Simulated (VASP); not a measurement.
Crystal: Cr.

```
CELL_PARAMETERS angstrom
4.07706 0.00000 0.00000
-2.03853 3.53084 0.00000
0.00000 0.00000 2.49924
ATOMIC_POSITIONS crystal
Cr 0.00000 0.00000 0.00000
Cr 0.33333 0.66667 0.50000
Cr 0.66667 0.33333 0.50000
```

```yaml
Program: VASP 6.6.1
Task: relaxation of cell and atoms
Functional: PBEsol
Potentials_or_basis: VASP PAW PBE potentials, release 64 (Cr_pv)
Cutoff: 600 eV
k_mesh: 9 × 9 × 13
Occupations: fermi-dirac, width 0.1 eV
Spin: no spin polarisation
```

At the start: pressure -10.4 GPa; volume 11.99 Å³/atom.

Question: Where does the relaxation end?

Answer: Over 9 steps the energy falls by 133.8 meV/atom and the volume is 11.40 Å³/atom (-4.9 %); space group P6/mmm (No. 191, to 0.05 Å).

Step by step:
| step | energy change (eV) | largest force (eV/Å) | pressure (GPa) | volume (Å³) |
| --- | --- | --- | --- | --- |
| 1 | 0.0000 | 0.0000 | -10.36 | 35.98 |
| 2 | -0.2545 | 0.0000 | 19.90 | 31.98 |
| 3 | -0.2938 | 0.0000 | 10.84 | 32.89 |
| 4 | -0.2696 | 0.0000 | 4.58 | 33.91 |
| 5 | -0.3847 | 0.0000 | 6.43 | 33.40 |
| 6 | -0.3761 | 0.0000 | -6.97 | 35.18 |
| 7 | -0.4013 | 0.0000 | 0.11 | 34.19 |
| 8 | -0.4013 | 0.0000 | 0.20 | 34.17 |
| 9 | -0.4015 | 0.0000 | 0.06 | 34.20 |

Final structure:
```yaml
crystal:
  lattice:
    - [4.18268, 0.00000, 0.00000]
    - [-2.09134, 3.62231, 0.00000]
    - [0.00000, 0.00000, 2.25734]
  atoms:
    - { symbol: Cr, position: [0.00000, 0.00000, 0.00000] }
    - { symbol: Cr, position: [0.33333, 0.66667, 0.50000] }
    - { symbol: Cr, position: [0.66667, 0.33333, 0.50000] }
```

Caveat: the PAW data sets were made with another functional, which shifts forces and pressure a little; the run has no spin polarisation, though such a crystal can be magnetic.
